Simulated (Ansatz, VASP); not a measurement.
## SnO2: VASP beside Ansatz

```
CELL_PARAMETERS angstrom
4.76888 0.00000 0.00000
0.00000 4.76888 0.00000
0.00000 0.00000 3.21205
ATOMIC_POSITIONS crystal
Sn 0.00000 0.00000 0.00000
Sn 0.50000 0.50000 0.50000
O 0.30627 0.30627 0.00000
O 0.69373 0.69373 0.00000
O 0.80627 0.19373 0.50000
O 0.19373 0.80627 0.50000
```

Alike in both runs: functional PBEsol; k mesh 8 × 8 × 11; occupations fermi-dirac, width 0.1 eV; no spin polarisation.

Ansatz relaxed the structure, and its values are those at the end. VASP's run is a single point on that final structure, the one shown.

|  | VASP | Ansatz |
| --- | --- | --- |
| version | VASP 6.6.1 | Ansatz 0.2.0 |
| potentials or method | VASP PAW PBE potentials, release 64 (Sn_d, O) | PAW with Ansatz's default frozen-core files, scalar-relativistic |
| plane-wave cutoff (eV) | 520 | 420 |
| valence electrons in the cell | 52 | 52 |

```csv
,VASP,Ansatz,Ansatz less VASP
pressure (GPa),0.7,0.0,-0.65
rms of the force components (eV/Å),0.007,0.000,-0.0070
```

VASP's potentials were made for PBE, not for PBEsol.
